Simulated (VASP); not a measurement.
# NaF: single point with PBE-based screened hybrid with 10 % exact exchange

NaF:

```xyz
2
Lattice="2.7935 0.0000 0.0000 0.0000 2.7935 0.0000 0.0000 0.0000 2.7935" Properties=species:S:1:pos:R:3 pbc="T T T"
Na    0.0000    0.0000    0.0000
F     1.3967    1.3967    1.3967
```

```
Program             : VASP 6.6.1
Task                : single point
Functional          : PBE-based screened hybrid with 10 % exact exchange
Potentials or basis : VASP PAW PBE potentials, release 64 (Na_pv, F)
Cutoff              : 520 eV
k mesh              : 4 × 4 × 4
Occupations         : gaussian, width 0.01 eV
Spin                : no spin polarisation
```

```json
{"Pressure": "3.4 GPa", "Band gap on the k mesh": "6.66 eV (least direct gap 7.01 eV)"}
```

Levels at points of the mesh, in eV from the valence-band top:
```csv
k point,band 5,band 6,band 7,band 8,band 9,band 10
"(0.00, 0.00, 0.00)",-0.34,-0.34,-0.34,6.66,16.38,16.38
"(0.50, 0.00, 0.00)",-2.67,-0.21,-0.21,11.46,12.50,20.62
"(0.50, 0.50, 0.00)",-1.91,-1.91,0.00,12.56,15.95,15.95
"(0.50, 0.50, 0.50)",-1.68,-1.68,-1.68,15.02,15.02,15.02
```

Wall time 84 s on 1 thread of Intel(R) Xeon(R) Platinum 8175M CPU @ 2.50GHz (Skylake/Cascade Lake), on a shared host, peak memory 0.22 GiB.

Caveat: the k points lie up to 0.56 Å⁻¹ apart; the PAW data sets were made with another functional, which shifts forces and pressure a little. A k mesh can miss the band edges.
